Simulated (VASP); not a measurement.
The system is Ir.

```
Ir
1.0
     0.00000    1.92500    1.92500
     1.92500    0.00000    1.92500
     1.92500    1.92500    0.00000
Ir
1
Direct
  0.00000 0.00000 0.00000
```

```yaml
Program: VASP 6.6.1
Task: relaxation of cell and atoms
Functional: LDA
Potentials_or_basis: VASP PAW LDA potentials, release 64 (Ir_sv_GW)
Cutoff: 560 eV
k_mesh: 12 × 12 × 12
Occupations: gaussian, width 0.1 eV
Spin: no spin polarisation
```

At the start: pressure -12.3 GPa; volume 14.27 Å³/atom.

Problem. How do energy, volume and symmetry change on relaxing?

Solution. Over 7 steps the energy falls by 17.8 meV/atom and the volume is 13.82 Å³/atom (-3.1 %); space group Fm-3m (No. 225, to 0.1 Å) before and after.

The path:
| step | energy change (eV) | largest force (eV/Å) | pressure (GPa) | volume (Å³) |
| --- | --- | --- | --- | --- |
| 1 | 0.0000 | 0.0000 | -12.32 | 14.27 |
| 2 | 0.3346 | 0.0000 | 75.43 | 12.12 |
| 3 | -0.0177 | 0.0000 | -0.80 | 13.85 |
| 4 | -0.0178 | 0.0000 | -0.15 | 13.82 |
| 5 | -0.0178 | 0.0000 | 0.11 | 13.82 |
| 6 | -0.0178 | 0.0000 | -0.39 | 13.83 |
| 7 | -0.0178 | 0.0000 | 0.00 | 13.82 |

Final structure:
```
Ir
1.0
     0.00000    1.90465    1.90465
     1.90465    0.00000    1.90465
     1.90465    1.90465    0.00000
Ir
1
Direct
  0.00000 0.00000 0.00000
```
